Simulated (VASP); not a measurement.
Au:

```
Au
1.0
    -1.65727    1.65727    1.65727
     1.65727   -1.65727    1.65727
     1.65727    1.65727   -1.65727
Au
1
Direct
  0.00000 0.00000 0.00000
```

```yaml
Program: VASP 6.6.1
Task: relaxation of cell and atoms
Functional: LDA
Potentials_or_basis: VASP PAW LDA potentials, release 64 (Au)
Cutoff: 600 eV
k_mesh: 9 × 9 × 9
Occupations: fermi-dirac, width 0.05 eV
Spin: no spin polarisation
```

At the start: pressure -12.4 GPa; volume 18.21 Å³/atom.

Question: How do energy, volume and symmetry change on relaxing?

Answer: Over 4 steps the energy falls by 62.6 meV/atom and the volume is 16.74 Å³/atom (-8.1 %); space group Im-3m (No. 229, to 0.05 Å).

The path:
| step | energy change (eV) | largest force (eV/Å) | pressure (GPa) | volume (Å³) |
| --- | --- | --- | --- | --- |
| 1 | 0.0000 | 0.0000 | -12.38 | 18.21 |
| 2 | 0.1172 | 0.0000 | 33.44 | 14.75 |
| 3 | -0.0625 | 0.0000 | -0.50 | 16.78 |
| 4 | -0.0626 | 0.0000 | -0.14 | 16.74 |

Final structure:
```
Au
1.0
    -1.61152    1.61152    1.61152
     1.61152   -1.61152    1.61152
     1.61152    1.61152   -1.61152
Au
1
Cartesian
  1.6115 -1.6115 1.6115
```
